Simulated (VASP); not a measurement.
Input of a VASP 6.6.1 run:

INCAR

```
SYSTEM = ScGa3
  PREC = Accurate
  ENCUT = 520
  EDIFF = 1E-6
  ISMEAR = -1
  SIGMA = 0.05
  LREAL = .False.
  LASPH = .True.
  NELM = 60
  ALGO = Normal
  ISIF = 2
  LWAVE = .False.
  LCHARG = .True.
  LELF = .True.
  LVHAR = .True.
  NBANDS = 33
```

KPOINTS

```
regular mesh
0
Gamma
  9 9 9
  0 0 0
```

Contents of POSCAR:

```
ScGa3
1.0
    4.0950000000      0.0409500000      0.0409500000
    0.0409500000      4.0950000000      0.0409500000
    0.0409500000      0.0409500000      4.0950000000
Sc Ga
1 3
Direct
    0.0000000000      0.0000000000      0.0000000000
    0.0000000000      0.5000000000      0.5000000000
    0.5000000000      0.0000000000      0.5000000000
    0.5000000000      0.5000000000      0.0000000000
```

Potentials or basis: VASP PAW LDA potentials, release 64 (Sc_sv, Ga_d).

Run with:

```console
$ cat potpaw_LDA.64/Sc_sv/POTCAR potpaw_LDA.64/Ga_d/POTCAR > POTCAR
$ mpirun -np 1 vasp_std > vasp.out
```

**Question.** Estimate the pressure.

**Answer.** -5.2 GPa.

**Question.** What does it give for the band gap on the k mesh?

**Answer.** Zero (bands 25 and 26 overlap by 3.10 eV).

Stress tensor (GPa, compression positive):
```
-5.15 -0.68 -0.68
-0.68 -5.15 -0.68
-0.68 -0.68 -5.15
```

Caveat: the cell differs from its parent crystal (equal xy, yz and zx shear strains of +2 %); the cell stands under tension.
